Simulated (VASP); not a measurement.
# BAs (I-4m2) in VASP: notebook

Runs on BAs. Level: PBE. Tasks: single point.

All numbers are computed with VASP 6.6.1; they aren't measurements. Logs are shortened: lines on timing, memory, paths and dates and some standing lists are left out, and cuts for length are marked.

## 1. The cell of the first run

Symmetry: I-4m2, No. 119, tetragonal system. The conventional cell has a = 3.792 Å, b = 3.792 Å, c = 3.791 Å, α = 90.00°, β = 90.00°, γ = 90.00°. B (site symmetry -4m2) has 4 As at 2.12 Å within 2.8 Å. As (site symmetry -4m2) has 4 B at 2.12 Å within 2.8 Å.

## 2. Single point, PBE

INCAR

```
PREC     = Accurate       # precision mode
ENCUT    = 520            # plane-wave cutoff, eV
EDIFF    = 1E-6           # SCF threshold, eV
ISMEAR   = 0              # smearing method
SIGMA    = 0.05           # smearing width, eV
LREAL    = F              # projectors in reciprocal space
LASPH    = T              # aspherical terms in the spheres
NELM     = 80             # most SCF steps
ALGO     = Normal         # electronic algorithm
ISIF     = 2              # what is computed and relaxed
LWAVE    = F              # write WAVECAR
LCHARG   = F              # write CHGCAR
GGA      = PE             # functional
NBANDS   = 11             # bands
```

KPOINTS

```
Automatic mesh
0
Gamma
  12 12 12
```

POSCAR

```
BAs
1.0
    0.0000000000      2.6811355699      1.8955628479
    2.6811355699      0.0000000000      1.8955628479
    2.6811355699      2.6811355699      0.0000000000
B As
1 1
Direct
    0.0000000000      0.0000000000      0.0000000000
    0.7500000000      0.7500000000      0.7500000000
```

Potentials or basis: VASP PAW PBE potentials, release 64 (B, As).

Started as:

```
> cat potpaw_PBE.64/B/POTCAR potpaw_PBE.64/As/POTCAR > POTCAR
> mpirun -np 1 vasp_std > vasp.out
```

OUTCAR:

```text
PREC = Accurate
   ENCUT = 520
   EDIFF = 1E-6
   ISMEAR = 0
   LREAL = F
   LASPH = T
   NELM = 80
   ISIF = 2
   GGA = PE

 ion  position               nearest neighbor table
   1  0.000  0.000  0.000-   2 2.12   2 2.12   2 2.12   2 2.12
   2  0.750  0.750  0.750-   1 2.12   1 2.12   1 2.12   1 2.12

  LATTYP: Found a body centered tetragonal cell.
 ALAT       =     3.7916982855
 C/A-ratio  =     0.9998489886

  Lattice vectors:

 A1 = (   0.0000000000,  -2.6811355699,  -1.8955628479)
 A2 = (   0.0000000000,   2.6811355699,  -1.8955628479)
 A3 = (   2.6811355699,   0.0000000000,   1.8955628479)

Analysis of symmetry for initial positions (statically):
=====================================================================
 Subroutine PRICEL returns:
 Original cell was already a primitive cell.

 Routine SETGRP: Setting up the symmetry group for a
 body centered tetragonal supercell.

 Subroutine GETGRP returns: Found  8 space group operations
 (whereof  8 operations were pure point group operations)
 out of a pool of 16 trial point group operations.

The static configuration has the point symmetry D_2d.

Analysis of symmetry for dynamics (positions and initial velocities):
=====================================================================
 Subroutine PRICEL returns:
 Original cell was already a primitive cell.

 Routine SETGRP: Setting up the symmetry group for a
 body centered tetragonal supercell.

 Subroutine GETGRP returns: Found  8 space group operations
 (whereof  8 operations were pure point group operations)
 out of a pool of 16 trial point group operations.

The dynamic configuration has the point symmetry D_2d.

 Subroutine INISYM returns: Found  8 space group operations
 (whereof  8 operations are pure point group operations),
 and found     1 'primitive' translations

----------------------------------------------------------------------------------------

                                     Primitive cell

  volume of cell :      27.2525

  direct lattice vectors                    reciprocal lattice vectors
     0.000000000  2.681135570  1.895562848    -0.186488145  0.186488145  0.263773897
     2.681135570  0.000000000  1.895562848     0.186488145 -0.186488145  0.263773897
     2.681135570  2.681135570  0.000000000     0.186488145  0.186488145 -0.263773897

  length of vectors
     3.283541755  3.283541755  3.791698286     0.373004458  0.373004458  0.373004458

  position of ions in fractional coordinates (direct lattice)
     0.000000000  0.000000000  0.000000000
     0.750000000  0.750000000  0.750000000

  ion indices of the primitive-cell ions
   primitive index   ion index
                 1           1
                 2           2

----------------------------------------------------------------------------------------

 KPOINTS: Automatic mesh

Automatic generation of k-mesh.
 Grid dimensions read from file:
 generate k-points for:   12   12   12

 Generating k-lattice:

  Cartesian coordinates                     Fractional coordinates (reciprocal lattice)
    -0.015540679  0.015540679  0.021981158     0.083333333 -0.000000000  0.000000000
     0.015540679 -0.015540679  0.021981158    -0.000000000  0.083333333  0.000000000
     0.015540679  0.015540679 -0.021981158     0.000000000  0.000000000  0.083333333

  Length of vectors
     0.031083705  0.031083705  0.031083705

  Shift w.r.t. Gamma in fractional coordinates (k-lattice)
     0.000000000  0.000000000  0.000000000

 Subroutine IBZKPT returns following result:
 ===========================================

 Found    163 irreducible k-points:

 Following reciprocal coordinates:
            Coordinates               Weight
  0.000000  0.000000  0.000000      1.000000
  0.083333 -0.000000  0.000000      8.000000
  0.166667 -0.000000  0.000000      8.000000
  0.250000 -0.000000  0.000000      8.000000
  0.333333 -0.000000  0.000000      8.000000
  0.416667 -0.000000  0.000000      8.000000
[... 16 lines left out ...]
  0.500000  0.166667  0.000000      8.000000
 -0.416667  0.166667  0.000000      8.000000
 [... further k-points ...]
   k-points           NKPTS =    163   k-points in BZ     NKDIM =    163   number of bands    NBANDS=     11
   number of dos      NEDOS =    301   number of ions     NIONS =      2
   total plane-waves  NPLWV =  16128
   dimension x,y,z NGX =    24 NGY =   24 NGZ =   28
   dimension x,y,z NGXF=    48 NGYF=   48 NGZF=   56
   ions per type =               1   1
   NGX,Y,Z   is equivalent  to a cutoff of  12.15, 12.15, 12.28 a.u.
   NGXF,Y,Z  is equivalent  to a cutoff of  24.30, 24.30, 24.55 a.u.
 SYSTEM =  unknown system
   PREC   = accura    normal or accurate (medium, high low for compatibility)
   ISTART =      0    job   : 0-new  1-cont  2-samecut
   ICHARG =      2    charge: 1-file 2-atom 10-const
   ISPIN  =      1    spin polarized calculation?
   LNONCOLLINEAR =      F non collinear calculations
   LSORBIT =      F    spin-orbit coupling
   LASPH  =      T    aspherical Exc in radial PAW
   ENCUT  =  520.0 eV  38.22 Ry    6.18 a.u.   6.11  6.11  7.05*2*pi/ulx,y,z
   NELM   =     80;   NELMIN=  2; NELMDL= -5     # of ELM steps
   EDIFF  = 0.1E-05   stopping-criterion for ELM
   LREAL  =      F    real-space projection
   EDIFFG = 0.1E-04   stopping-criterion for IOM
   NSW    =      0    number of steps for IOM
   IBRION =     -1    ionic relax: 0-MD 1-quasi-New 2-CG
   NFREE  =      0    steps in history (QN), initial steepest desc. (CG)
   ISIF   =      2    stress and relaxation
   ISYM   =      2    0-nonsym 1-usesym 2-fastsym
   POTIM  = 0.5000    time-step for ionic-motion
   TEBEG  =    0.0;   TEEND  =   0.0 temperature during run
   PSTRESS=    0.0 pullay stress
   NELECT =       8.0000    total number of electrons
   NUPDOWN=      -1.0000    fix difference up-down
   EMIN   =  10.00;   EMAX   =-10.00  energy-range for DOS
   EFERMI =   0.00;   METHOD = LEGACY
   ISMEAR =     0;   SIGMA  =   0.05  broadening in eV -4-tet -1-fermi 0-gaus
   EFERMI_NEDOS =   21; number of points for ismear=-14 and -15
   IALGO  =     38    algorithm
   IMIX   =      4    mixing-type and parameters
     AMIX     =   0.40;   BMIX     =  1.00
     AMIX_MAG =   1.60;   BMIX_MAG =  1.00
  volume/ion in A,a.u.               =      13.63        91.95
  Fermi-wavevector in a.u.,A,eV,Ry     =   1.088018  2.056057 16.106360  1.183784
  Thomas-Fermi vector in A             =   2.224191
   LORBIT       =      0    0 simple, 1 ext, 2 COOP (PROOUT), +10 PAW based schemes
   GGA     = PE    functional components
   LHFCALC =     F    Hartree Fock is set to
   AEXX    =    0.0000 exact exchange contribution
   IVDW    =     0    specifies the selected vdW correction
   LEPSILON=     F    determine dielectric tensor
   LRPA    =     F    only Hartree local field effects (RPA)
 non-spin polarized calculation
 Gauss-broadening in eV      SIGMA  =   0.05
  energy-cutoff  :      520.00
  volume of cell :       27.25
 maximum number of plane-waves:       746
   NGX = 13   NGY = 13   NGZ = 13

 number of electron       8.0000000 magnetization

 Free energy of the ion-electron system (eV)
  ---------------------------------------------------
  ext. energy  EPLUGINS =         0.00000000
  ---------------------------------------------------
  free energy    TOTEN  =       -10.56271782 eV

  energy without entropy =      -10.56204198  energy(sigma->0) =      -10.56237990

 E-fermi :   5.9955     XC(G=0): -10.7374

 val. band max:        5.9774814897   @ k =   0.5000   0.3333   0.0833
 cond. band min:       6.0069281797   @ k =  -0.4167   0.5000   0.0833
 fundamental gap:      0.0294466900
 Fermi energy:         5.9954988765

 k-point     1 :       0.0000    0.0000    0.0000
  band No.  band energies     occupation
      1      -9.1534      2.00000
      2       5.3317      2.00000
      3       5.3317      2.00000
      4       7.8544      0.00000
      5       8.7838      0.00000
      6       9.8716      0.00000
      7      11.0134      0.00000
      8      11.0134      0.00000
      9      14.9980      0.00000
     10      16.3860      0.00000
     11      18.0789      0.00000

 k-point     2 :       0.0833   -0.0000    0.0000
  band No.  band energies     occupation
      1      -9.0315      2.00000
      2       4.7835      2.00000
      3       5.0936      2.00000
      4       7.3069      0.00000
      5       8.6156      0.00000
      6      10.2201      0.00000
      7      11.0432      0.00000
      8      11.5033      0.00000
      9      15.0680      0.00000
     10      16.7517      0.00000
     11      17.3255      0.00000

 k-point     3 :       0.1667   -0.0000    0.0000
  band No.  band energies     occupation
      1      -8.6694      2.00000
      2       3.3293      2.00000
      3       4.5403      2.00000
      4       6.6295      0.00000
      5       8.1431      0.00000
      6      10.5876      0.00000
      7      10.8823      0.00000
      8      12.8637      0.00000
      9      15.7563      0.00000
     10      16.5394      0.00000
     11      18.4574      0.00000

 k-point     4 :       0.2500   -0.0000    0.0000
  band No.  band energies     occupation
      1      -8.0819      2.00000
      2       1.5142      2.00000
      3       3.9296      2.00000
      4       6.1291      0.00016
      5       7.5536      0.00000
      6      10.4690      0.00000
      7      11.1603      0.00000
      8      14.3617      0.00000
      9      16.6146      0.00000
     10      17.2467      0.00000
     11      19.9841      0.00000
[... 239 lines left out ...]
 k-point    22 :       0.4167    0.1667    0.0000
  band No.  band energies     occupation
      1      -6.0775      2.00000
      2      -1.1929      2.00000
      3       2.1912      2.00000
      4       3.7905      2.00000
      5       7.1935      0.00000
      6      10.4569      0.00000
      7      11.5485      0.00000
      8      14.2484      0.00000
      9      19.8368      0.00000
     10      21.0062      0.00000
     11      21.8240      0.00000

 k-point    23 :       0.5000    0.1667    0.0000
  band No.  band energies     occupation
      1      -5.6072      2.00000
      2      -1.9820      2.00000
      3       2.0763      2.00000
      4       3.6627      2.00000
      5       7.5047      0.00000
      6      10.9507      0.00000
      7      11.4947      0.00000
      8      13.9134      0.00000
      9      19.6448      0.00000
     10      21.1742      0.00000
     11      22.0775      0.00000

 k-point    24 :      -0.4167    0.1667    0.0000
  band No.  band energies     occupation
      1      -5.9932      2.00000
      2      -1.5128      2.00000
      3       2.1921      2.00000
      4       3.6917      2.00000
      5       7.5858      0.00000
      6      11.6018      0.00000
      7      11.8761      0.00000
      8      13.6876      0.00000
      9      18.5193      0.00000
     10      20.0003      0.00000
     11      20.4423      0.00000

 [... further k-points ...]
[... 5 lines left out ...]
  --------------------------------------------------------------------------------------
  -------------------------------------------------------------------------------------
  Total       -1.8092997     -1.8092997      3.4788786      0.0000000     -0.0000000      0.0000000
  in kB     -106.3690681   -106.3690681    204.5239248      0.0000000     -0.0000000      0.0000000
  external PRESSURE =      -2.7380704 kB  Pullay stress =       0.0000000 kB

 VOLUME and BASIS-vectors are now :
 -----------------------------------------------------------------------------
  energy-cutoff  :      520.00
  volume of cell :       27.25
      direct lattice vectors                 reciprocal lattice vectors
     0.000000000  2.681135570  1.895562848    -0.186488145  0.186488145  0.263773897
     2.681135570  0.000000000  1.895562848     0.186488145 -0.186488145  0.263773897
     2.681135570  2.681135570  0.000000000     0.186488145  0.186488145 -0.263773897

 POSITION                                       TOTAL-FORCE (eV/Angst)
 -----------------------------------------------------------------------------------
      0.00000      0.00000      0.00000         0.000000      0.000000     -0.000000
      4.02170      4.02170      2.84334        -0.000000     -0.000000      0.000000
 -----------------------------------------------------------------------------------
    total drift:                                0.000000      0.000000     -0.000001

  FREE ENERGIE OF THE ION-ELECTRON SYSTEM (eV)
  ---------------------------------------------------
  free  energy   TOTEN  =       -10.5627178201 eV

  energy  without entropy=      -10.5620419849  energy(sigma->0) =      -10.56237990
```

It took 23 s on 1 thread of Intel Xeon 6975P-C, shared host; peak memory 0.18 GiB.

What came out:

```yaml
Free_energy: -10.5627 eV
Pressure: -0.3 GPa
Band_gap_on_the_k_mesh: zero (band 4 reaches 7.85 eV, above the bottom of band 5 at 4.72 eV)
```

Stress tensor (GPa, compression positive):
```
-10.64   0.00   0.00
  0.00 -10.64   0.00
  0.00   0.00  20.45
```

## 3. Single point, PBE

This run uses another cell than the first one, of the same volume but with other edges.

INCAR

```
PREC = Accurate
ENCUT = 520
EDIFF = 1E-6
ISMEAR = 0
SIGMA = 0.05
LREAL = False
LASPH = True
NELM = 100
ALGO = Normal
ISIF = 2
LWAVE = False
LCHARG = False
GGA = PE
NBANDS = 11
```

KPOINTS is that of step 2.

POSCAR

```
BAs
1.0
    0.0000000000      2.1280187120      3.0090184588
    2.1280187120      0.0000000000      3.0090184588
    2.1280187120      2.1280187120      0.0000000000
B As
1 1
Direct
    0.0000000000      0.0000000000      0.0000000000
    0.7500000000      0.7500000000      0.7500000000
```

Potentials or basis: VASP PAW PBE potentials, release 64 (B, As).

Started as:

```
> cat potpaw_PBE.64/B/POTCAR potpaw_PBE.64/As/POTCAR > POTCAR
> mpirun -np 1 vasp_std > vasp.out
```

Wall time 30 s (1 thread of Intel Xeon 6975P-C, shared host); peak memory 0.19 GiB.

It converged, with:

```yaml
Free_energy: -9.7371 eV
Pressure: 4.5 GPa
Band_gap_on_the_k_mesh: zero (band 4 reaches 7.82 eV, above the bottom of band 5 at 6.23 eV)
```

Stress tensor (GPa, compression positive):
```
 28.63   0.00   0.00
  0.00  28.63   0.00
  0.00   0.00 -43.68
```

Levels at points of the mesh, in eV from the Fermi level:
| k point | band 1 | band 2 | band 3 | band 4 | band 5 | band 6 | band 7 | band 8 | band 9 |
| --- | --- | --- | --- | --- | --- | --- | --- | --- | --- |
| (0.00, 0.00, 0.00) | -15.93 | -3.57 | 1.06 | 1.06 | 1.22 | 2.78 | 2.78 | 4.65 | 8.86 |
| (0.50, 0.00, 0.00) | -12.84 | -9.17 | -4.41 | -0.97 | 0.34 | 5.74 | 6.65 | 8.06 | 11.17 |
| (0.50, 0.50, 0.00) | -13.56 | -10.51 | -1.94 | -1.94 | 3.76 | 4.21 | 9.04 | 9.65 | 9.65 |
| (0.50, 0.00, 0.50) | -10.49 | -7.94 | -5.48 | -4.75 | -0.27 | 0.02 | 6.45 | 8.42 | 9.19 |

## 4. Single point, PBE

This run uses another cell than the first one, of the same volume but with other edges.

INCAR

```
ALGO = Normal ; EDIFF = 1E-6
ENCUT = 520 ; GGA = PE
ISIF = 2 ; ISMEAR = 0
LASPH = True ; LCHARG = False
LREAL = False ; LWAVE = False
NBANDS = 11 ; NELM = 80
PREC = Accurate ; SIGMA = 0.05
```

KPOINTS

```
k-points
0
Gamma
  12 12 12
```

POSCAR

```
BAs
1.0
    0.0000000000      2.5214610880      2.1432419248
    2.5214610880      0.0000000000      2.1432419248
    2.5214610880      2.5214610880      0.0000000000
B As
1 1
Direct
    0.0000000000      0.0000000000      0.0000000000
    0.7500000000      0.7500000000      0.7500000000
```

Started as:

```
> cat potpaw_PBE.64/B/POTCAR potpaw_PBE.64/As/POTCAR > POTCAR
> mpirun -np 1 vasp_std > vasp.out
```

It took 36 s on 1 thread of Intel Xeon 6975P-C, shared host; peak memory 0.2 GiB.

The run converged. Its results:

```yaml
Free_energy: -11.1537 eV
Pressure: 2.8 GPa
Band_gap_on_the_k_mesh: zero (band 4 reaches 7.02 eV, above the bottom of band 5 at 5.98 eV)
```

Stress tensor (GPa, compression positive):
```
-5.12  0.00  0.00
 0.00 -5.12  0.00
 0.00  0.00 18.65
```

Levels at points of the mesh, in eV from the Fermi level:
```csv
k point,band 1,band 2,band 3,band 4,band 5,band 6,band 7,band 8
"(0.00, 0.00, 0.00)",-15.59,-0.64,-0.64,0.68,2.54,3.61,3.61,4.25
"(0.50, 0.00, 0.00)",-12.67,-8.94,-2.84,-1.22,1.63,3.93,6.04,9.01
"(0.50, 0.50, 0.00)",-10.56,-7.77,-5.20,-5.20,0.03,0.08,11.13,11.13
"(0.50, 0.00, 0.50)",-11.80,-9.13,-3.74,-3.51,1.99,2.00,9.44,10.90
```

## 5. Single point, PBE

This run uses another cell than the first one, of the same volume but with other edges.

INCAR

```
SYSTEM = BAs
  PREC = Accurate
  ENCUT = 520
  EDIFF = 1E-6
  ISMEAR = 0
  SIGMA = 0.05
  LREAL = .False.
  LASPH = .True.
  NELM = 100
  ALGO = Normal
  ISIF = 2
  LWAVE = .False.
  LCHARG = .False.
  GGA = PE
  NBANDS = 11
```

KPOINTS

```
Automatic mesh
0
Gamma
  12 12 12
  0 0 0
```

POSCAR

```
BAs
1.0
    0.0000000000      2.2476645550      2.6971974660
    2.2476645550      0.0000000000      2.6971974660
    2.2476645550      2.2476645550      0.0000000000
B As
1 1
Direct
    0.0000000000      0.0000000000      0.0000000000
    0.7500000000      0.7500000000      0.7500000000
```

Started as:

```
> cat potpaw_PBE.64/B/POTCAR potpaw_PBE.64/As/POTCAR > POTCAR
> mpirun -np 1 vasp_std > vasp.out
```

It took 34 s on 1 thread of Intel Xeon 6975P-C, shared host; peak memory 0.19 GiB.

Results (log left out):

```
Free energy            : -10.9508 eV
Pressure               : 3.5 GPa
Band gap on the k mesh : zero (band 4 reaches 6.88 eV, above the bottom of band 5 at 6.67 eV)
```

Stress tensor (GPa, compression positive):
```
 19.09   0.00   0.00
  0.00  19.09   0.00
  0.00   0.00 -27.71
```

Levels at points of the mesh, in eV from the Fermi level:
```csv
k point,band 1,band 2,band 3,band 4,band 5,band 6,band 7,band 8
"(0.00, 0.00, 0.00)",-16.02,-2.06,0.10,0.10,2.47,2.47,3.40,3.58
"(0.50, 0.00, 0.00)",-13.09,-9.37,-3.58,-1.18,0.65,4.93,5.00,8.47
"(0.50, 0.50, 0.00)",-12.82,-10.02,-3.42,-3.42,2.26,2.48,10.35,10.35
"(0.50, 0.00, 0.50)",-11.26,-8.61,-5.29,-4.93,0.13,0.25,8.59,10.43
```

## 6. Overview

| cell | gap on the mesh (eV) | pressure (GPa) |
| --- | --- | --- |
| a = 3.284, b = 3.284, c = 3.792 Å, angles 54.7, 54.7, 70.5°, 2 atoms | none | -0.3 |
| a = 3.685, b = 3.685, c = 3.009 Å, angles 65.9, 65.9, 48.2°, 2 atoms | none | 4.5 |
| a = 3.309, b = 3.309, c = 3.566 Å, angles 57.4, 57.4, 65.2°, 2 atoms | none | 2.8 |
| a = 3.511, b = 3.511, c = 3.179 Å, angles 63.1, 63.1, 53.8°, 2 atoms | none | 3.5 |

Alike in all rows: task single point; level PBE; potentials or basis VASP PAW PBE potentials, release 64 (B, As); no spin polarisation; k mesh 12 × 12 × 12; cutoff (eV) 520; smearing gaussian 0.05 eV.

Total energies depend on the potentials used, so only differences within one code and one set of settings carry meaning.
